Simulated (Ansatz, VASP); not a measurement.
**ZnGaC4N4: VASP beside Ansatz**

```
Zn Ga C N
1.0
     3.67339   -4.08815    0.00000
     3.67339    4.08815    0.00000
     0.00000    0.00000    7.42463
Zn Ga C N
1 1 4 4
Direct
  0.50000 0.50000 0.50000
  0.00000 0.00000 0.00000
  0.80521 0.80521 0.80614
  0.19479 0.19479 0.19386
  0.80521 0.80521 0.19386
  0.19479 0.19479 0.80614
  0.69455 0.69455 0.69298
  0.30545 0.30545 0.30702
  0.69455 0.69455 0.30702
  0.30545 0.30545 0.69298
```

Alike in both runs: functional PBE; k mesh 8 × 8 × 6; occupations gaussian, width 0.1 eV; no spin polarisation.

Ansatz relaxed the structure, and its values are those at the end. VASP's run is a single point on that final structure, the one shown.

|  | VASP | Ansatz |
| --- | --- | --- |
| version | VASP 6.6.1 | Ansatz 0.2.0 |
| potentials or method | VASP PAW PBE potentials, release 64 (Zn, Ga_d, C, N), cutoff 520 eV | scalar-relativistic, plane waves, PAW |
| valence electrons in the cell | 61 | 61 |

VASP gave:

- gap on the k mesh at the Fermi level (eV): none
- pressure (GPa): 0.4
- rms of the force components (eV/Å): 0.194

Estimate Ansatz's values.

gap on the k mesh at the Fermi level (eV): none; pressure (GPa): 0.0; rms of the force components (eV/Å): 0.001.

A gap of «none» marks a metal or a gap that the smearing closes. One of these differences is far larger than is usual between the two programs; its cause wasn't traced. With one functional, cell and mesh, what is left measures potentials, basis and numerics.

Noted on VASP's run: the standard files for N, O and F lose accuracy on very short bonds.
